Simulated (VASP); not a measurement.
# Br (P6_3/mmc) in VASP: further runs

Runs on Br. Level: PBE. Tasks: single point, relaxation of cell and atoms.

All numbers are computed with VASP 6.6.1; they aren't measurements. Logs are shortened: lines on timing, memory, paths and dates and some standing lists are left out, and cuts for length are marked.

**1. The cell of the first run**

The structure is hexagonal, space group P6_3/mmc (No. 194). Conventional cell: a = 2.718 Å, b = 2.718 Å, c = 4.844 Å, α = 90.00°, β = 90.00°, γ = 120.00°. Within 3.6 Å of Br (site symmetry -6m2) lie 12 Br at 2.72 to 2.89 Å.

**2. Single point, PBE**

The input, INCAR:

```
SYSTEM = Br
PREC = Accurate ; ENCUT = 520
EDIFF = 1E-6 ; ISMEAR = -1
SIGMA = 0.01 ; LREAL = .False.
LASPH = .True. ; NELM = 100
ALGO = Normal ; ISIF = 2
LWAVE = .False. ; LCHARG = .False.
GGA = PE ; NBANDS = 14
```

The input, KPOINTS:

```
regular mesh
0
Gamma
  8 8 4
  0 0 0
```

The input, POSCAR:

```
Br
1.0
    2.7178720438      0.0000000000      0.0000000000
   -1.3589360219      2.3537462341      0.0000000000
    0.0000000000      0.0000000000      4.8444011414
Br
2
Direct
    0.3333333333      0.6666666667      0.2500000000
    0.6666666667      0.3333333333      0.7500000000
```

Potentials or basis: VASP PAW PBE potentials, release 64 (Br).

Launch:

```sh
$ cat potpaw_PBE.64/Br/POTCAR > POTCAR
$ mpirun -np 1 vasp_std > vasp.out
```

OUTCAR:

```text
SYSTEM = Br
   PREC = Accurate
   ENCUT = 520
   EDIFF = 1E-6
   ISMEAR = -1
   LREAL = .False.
   LASPH = .True.
   NELM = 100
   ISIF = 2
   GGA = PE

 ion  position               nearest neighbor table
   1  0.333  0.667  0.250-
   2  0.667  0.333  0.750-

  LATTYP: Found a hexagonal cell.
 ALAT       =     2.7178720438
 C/A-ratio  =     1.7824242876

  Lattice vectors:

 A1 = (   2.7178720438,   0.0000000000,   0.0000000000)
 A2 = (  -1.3589360219,   2.3537462341,   0.0000000000)
 A3 = (   0.0000000000,   0.0000000000,   4.8444011414)

Analysis of symmetry for initial positions (statically):
=====================================================================
 Subroutine PRICEL returns:
 Original cell was already a primitive cell.

 Routine SETGRP: Setting up the symmetry group for a
 hexagonal supercell.

 Subroutine GETGRP returns: Found 24 space group operations
 (whereof 12 operations were pure point group operations)
 out of a pool of 24 trial point group operations.

The static configuration has the point symmetry D_3d.
 The point group associated with its full space group is D_6h.

Analysis of symmetry for dynamics (positions and initial velocities):
=====================================================================
 Subroutine PRICEL returns:
 Original cell was already a primitive cell.

 Routine SETGRP: Setting up the symmetry group for a
 hexagonal supercell.

 Subroutine GETGRP returns: Found 24 space group operations
 (whereof 12 operations were pure point group operations)
 out of a pool of 24 trial point group operations.

The dynamic configuration has the point symmetry D_3d.
 The point group associated with its full space group is D_6h.

 Subroutine INISYM returns: Found 24 space group operations
 (whereof 12 operations are pure point group operations),
 and found     1 'primitive' translations

----------------------------------------------------------------------------------------

                                     Primitive cell

  volume of cell :      30.9905

  direct lattice vectors                    reciprocal lattice vectors
     2.717872044  0.000000000  0.000000000     0.367934908  0.212427318  0.000000000
    -1.358936022  2.353746234  0.000000000     0.000000000  0.424854636  0.000000000
     0.000000000  0.000000000  4.844401141     0.000000000  0.000000000  0.206423864

  length of vectors
     2.717872044  2.717872044  4.844401141     0.424854636  0.424854636  0.206423864

  position of ions in fractional coordinates (direct lattice)
     0.333333333  0.666666667  0.250000000
     0.666666667  0.333333333  0.750000000

  ion indices of the primitive-cell ions
   primitive index   ion index
                 1           1
                 2           2

----------------------------------------------------------------------------------------

 KPOINTS: regular mesh

Automatic generation of k-mesh.
 Grid dimensions read from file:
 generate k-points for:    8    8    4

 Generating k-lattice:

  Cartesian coordinates                     Fractional coordinates (reciprocal lattice)
     0.045991863  0.026553415  0.000000000     0.125000000  0.000000000  0.000000000
     0.000000000  0.053106830  0.000000000     0.000000000  0.125000000  0.000000000
     0.000000000  0.000000000  0.051605966     0.000000000  0.000000000  0.250000000

  Length of vectors
     0.053106830  0.053106830  0.051605966

  Shift w.r.t. Gamma in fractional coordinates (k-lattice)
     0.000000000  0.000000000  0.000000000

 Subroutine IBZKPT returns following result:
 ===========================================

 Found     30 irreducible k-points:

 Following reciprocal coordinates:
            Coordinates               Weight
  0.000000  0.000000  0.000000      1.000000
  0.125000 -0.000000  0.000000      6.000000
  0.250000 -0.000000  0.000000      6.000000
  0.375000  0.000000  0.000000      6.000000
  0.500000 -0.000000  0.000000      3.000000
  0.125000  0.125000  0.000000      6.000000
[... 16 lines left out ...]
  0.250000 -0.000000  0.500000      6.000000
  0.375000  0.000000  0.500000      6.000000
 [... further k-points ...]
   k-points           NKPTS =     30   k-points in BZ     NKDIM =     30   number of bands    NBANDS=     14
   number of dos      NEDOS =    301   number of ions     NIONS =      2
   total plane-waves  NPLWV =  14400
   dimension x,y,z NGX =    20 NGY =   20 NGZ =   36
   dimension x,y,z NGXF=    40 NGYF=   40 NGZF=   72
   ions per type =               2
   NGX,Y,Z   is equivalent  to a cutoff of  12.23, 12.23, 12.35 a.u.
   NGXF,Y,Z  is equivalent  to a cutoff of  24.47, 24.47, 24.71 a.u.
 SYSTEM =  Br
   PREC   = accura    normal or accurate (medium, high low for compatibility)
   ISTART =      0    job   : 0-new  1-cont  2-samecut
   ICHARG =      2    charge: 1-file 2-atom 10-const
   ISPIN  =      1    spin polarized calculation?
   LNONCOLLINEAR =      F non collinear calculations
   LSORBIT =      F    spin-orbit coupling
   LASPH  =      T    aspherical Exc in radial PAW
   ENCUT  =  520.0 eV  38.22 Ry    6.18 a.u.   5.05  5.05  9.01*2*pi/ulx,y,z
   NELM   =    100;   NELMIN=  2; NELMDL= -5     # of ELM steps
   EDIFF  = 0.1E-05   stopping-criterion for ELM
   LREAL  =      F    real-space projection
   EDIFFG = 0.1E-04   stopping-criterion for IOM
   NSW    =      0    number of steps for IOM
   IBRION =     -1    ionic relax: 0-MD 1-quasi-New 2-CG
   NFREE  =      0    steps in history (QN), initial steepest desc. (CG)
   ISIF   =      2    stress and relaxation
   ISYM   =      2    0-nonsym 1-usesym 2-fastsym
   POTIM  = 0.5000    time-step for ionic-motion
   TEBEG  =    0.0;   TEEND  =   0.0 temperature during run
   PSTRESS=    0.0 pullay stress
   NELECT =      14.0000    total number of electrons
   NUPDOWN=      -1.0000    fix difference up-down
   EMIN   =  10.00;   EMAX   =-10.00  energy-range for DOS
   EFERMI =   0.00;   METHOD = LEGACY
   ISMEAR =    -1;   SIGMA  =   0.01  broadening in eV -4-tet -1-fermi 0-gaus
   EFERMI_NEDOS =   21; number of points for ismear=-14 and -15
   IALGO  =     38    algorithm
   IMIX   =      4    mixing-type and parameters
     AMIX     =   0.40;   BMIX     =  1.00
     AMIX_MAG =   1.60;   BMIX_MAG =  1.00
  volume/ion in A,a.u.               =      15.50       104.57
  Fermi-wavevector in a.u.,A,eV,Ry     =   1.256149  2.373778 21.468784  1.577911
  Thomas-Fermi vector in A             =   2.389871
   LORBIT       =      0    0 simple, 1 ext, 2 COOP (PROOUT), +10 PAW based schemes
   GGA     = PE    functional components
   LHFCALC =     F    Hartree Fock is set to
   AEXX    =    0.0000 exact exchange contribution
   IVDW    =     0    specifies the selected vdW correction
   LEPSILON=     F    determine dielectric tensor
   LRPA    =     F    only Hartree local field effects (RPA)
 non-spin polarized calculation
  energy-cutoff  :      520.00
  volume of cell :       30.99
 maximum number of plane-waves:       846
   NGX = 11   NGY = 11   NGZ = 19

 number of electron      13.9999999 magnetization

 Free energy of the ion-electron system (eV)
  ---------------------------------------------------
  ext. energy  EPLUGINS =         0.00000000
  ---------------------------------------------------
  free energy    TOTEN  =         0.50581975 eV

  energy without entropy =        0.50624394  energy(sigma->0) =        0.50603184

 E-fermi :   8.7357     XC(G=0): -11.9444

 val. band max:        8.7195725472   @ k =   0.2500  -0.0000   0.2500
 cond. band min:       8.8262914990   @ k =   0.2500   0.1250   0.0000
 fundamental gap:      0.1067189518
 Fermi energy:         8.7356630030

 k-point     1 :       0.0000    0.0000    0.0000
  band No.  band energies     occupation
      1     -11.4911      2.00000
      2      -8.2941      2.00000
      3      -0.7567      2.00000
      4       9.9958      0.00000
      5      10.5910      0.00000
      6      10.5910      0.00000
      7      11.7233      0.00000
      8      11.7233      0.00000
      9      18.9206      0.00000
     10      18.9534      0.00000
     11      21.6674      0.00000
     12      21.6674      0.00000
     13      22.1494      0.00000
     14      23.2448      0.00000

 k-point     2 :       0.1250   -0.0000    0.0000
  band No.  band energies     occupation
      1     -11.1218      2.00000
      2      -7.9682      2.00000
      3      -0.3782      2.00000
      4       8.1742      2.00000
      5       9.7788      0.00000
      6       9.9676      0.00000
      7       9.9694      0.00000
      8      11.4553      0.00000
      9      18.6548      0.00000
     10      19.4960      0.00000
     11      21.3471      0.00000
     12      22.0737      0.00000
     13      22.1945      0.00000
     14      22.7925      0.00000

 k-point     3 :       0.2500   -0.0000    0.0000
  band No.  band energies     occupation
      1     -10.0435      2.00000
      2      -7.0657      2.00000
      3       0.7315      2.00000
      4       4.2022      2.00000
      5       6.5126      2.00000
      6       8.4677      2.00000
      7       9.5373      0.00000
      8      10.6180      0.00000
      9      16.3951      0.00000
     10      18.5149      0.00000
     11      19.8653      0.00000
     12      20.6005      0.00000
     13      22.6755      0.00000
     14      23.7515      0.00000

 k-point     4 :       0.3750    0.0000    0.0000
  band No.  band energies     occupation
      1      -8.4066      2.00000
      2      -6.0045      2.00000
      3       0.9808      2.00000
      4       2.4460      2.00000
      5       3.1778      2.00000
      6       7.5123      2.00000
      7       8.0118      2.00000
      8       9.8496      0.00000
      9      14.9228      0.00000
     10      16.7765      0.00000
     11      18.7294      0.00000
     12      21.5613      0.00000
     13      22.3661      0.00000
     14      22.9593      0.00000

 k-point     5 :       0.5000   -0.0000    0.0000
  band No.  band energies     occupation
      1      -7.1103      2.00000
      2      -5.8551      2.00000
      3      -0.0282      2.00000
      4       1.3872      2.00000
      5       3.8559      2.00000
      6       6.4970      2.00000
      7       7.1736      2.00000
      8       9.5588      0.00000
      9      14.4369      0.00000
     10      16.4456      0.00000
     11      18.3351      0.00000
[... 276 lines left out ...]
 k-point    22 :       0.1250   -0.0000    0.5000
  band No.  band energies     occupation
      1      -9.9067      2.00000
      2      -9.9067      2.00000
      3       4.1370      2.00000
      4       4.1370      2.00000
      5       9.0549      0.00000
      6       9.0549      0.00000
      7      10.5409      0.00000
      8      10.5409      0.00000
      9      19.2220      0.00000
     10      19.2220      0.00000
     11      21.8147      0.00000
     12      21.8147      0.00000
     13      22.9649      0.00000
     14      22.9649      0.00000

 k-point    23 :       0.2500   -0.0000    0.5000
  band No.  band energies     occupation
      1      -8.8742      2.00000
      2      -8.8742      2.00000
      3       4.0985      2.00000
      4       4.0985      2.00000
      5       6.1442      2.00000
      6       6.1442      2.00000
      7       9.3979      0.00000
      8       9.3979      0.00000
      9      17.0378      0.00000
     10      17.0378      0.00000
     11      20.4653      0.00000
     12      20.4653      0.00000
     13      25.4823      0.00000
     14      25.4823      0.00000

 k-point    24 :       0.3750    0.0000    0.5000
  band No.  band energies     occupation
      1      -7.3861      2.00000
      2      -7.3861      2.00000
      3       1.3009      2.00000
      4       1.3009      2.00000
      5       6.6571      2.00000
      6       6.6571      2.00000
      7       8.5072      2.00000
      8       8.5072      2.00000
      9      15.7027      0.00000
     10      15.7027      0.00000
     11      17.5263      0.00000
     12      17.5263      0.00000
     13      25.6313      0.00000
     14      25.6313      0.00000

 [... further k-points ...]
[... 5 lines left out ...]
  --------------------------------------------------------------------------------------
  -------------------------------------------------------------------------------------
  Total       11.6238884     11.6238884     11.6191122      0.0000000      0.0000000      0.0000000
  in kB      600.9429861    600.9429861    600.6960653      0.0000000      0.0000000      0.0000000
  external PRESSURE =     600.8606792 kB  Pullay stress =       0.0000000 kB

 VOLUME and BASIS-vectors are now :
 -----------------------------------------------------------------------------
  energy-cutoff  :      520.00
  volume of cell :       30.99
      direct lattice vectors                 reciprocal lattice vectors
     2.717872044  0.000000000  0.000000000     0.367934908  0.212427318  0.000000000
    -1.358936022  2.353746234  0.000000000     0.000000000  0.424854636  0.000000000
     0.000000000  0.000000000  4.844401141     0.000000000  0.000000000  0.206423864

 POSITION                                       TOTAL-FORCE (eV/Angst)
 -----------------------------------------------------------------------------------
     -0.00000      1.56916      1.21110         0.000000      0.000000      0.000000
      1.35894      0.78458      3.63330        -0.000000     -0.000000      0.000000
 -----------------------------------------------------------------------------------
    total drift:                               -0.000000      0.000000     -0.000000

  FREE ENERGIE OF THE ION-ELECTRON SYSTEM (eV)
  ---------------------------------------------------
  free  energy   TOTEN  =         0.5058197467 eV

  energy  without entropy=        0.5062439396  energy(sigma->0) =        0.50603184
```

Run time: 7.3 s. Hardware: 1 thread of Intel Xeon Platinum 8488C (Sapphire Rapids), shared host; peak memory 0.14 GiB.

Results:

```
Free energy            : 0.5058 eV
Pressure               : 60.1 GPa
Band gap on the k mesh : zero (band 7 reaches 11.72 eV, above the bottom of band 8 at 6.29 eV)
```

(Continued in part 2 of 3.)
